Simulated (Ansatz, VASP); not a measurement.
## Ir in VASP and in Ansatz

```
Ir
1.0
     4.33556    0.00000    0.00000
    -2.16778    3.75470    0.00000
     0.00000    0.00000    2.66860
Ir
3
Cartesian
  0.0000 0.0000 0.0000
  0.0000 2.5031 1.3343
  2.1678 1.2516 1.3343
```

Alike in both runs: functional PBEsol; k mesh 12 × 12 × 18; occupations gaussian, width 0.1 eV; no spin polarisation.

Ansatz relaxed the structure, and its values are those at the end. VASP's run is a single point on that final structure, the one shown.

```csv
,VASP,Ansatz
version,VASP 6.6.1,Ansatz 0.2.0
potentials or method,"VASP PAW PBE potentials, release 64 (Ir), cutoff 520 eV","scalar-relativistic, plane waves, PAW"
valence electrons in the cell,27,51
```

```tsv
	VASP	Ansatz	Ansatz less VASP
gap on the k mesh at the Fermi level (eV)	none	none	-
pressure (GPa)	0.8	0.0	-0.83
```

VASP's potentials were made for PBE, not for PBEsol. A gap of «none» marks a metal or a gap that the smearing closes. VASP's potentials hold 27 valence electrons a cell and Ansatz's 51, so a difference there can come from the potentials and not from the codes.

Spin-orbit coupling is off throughout.
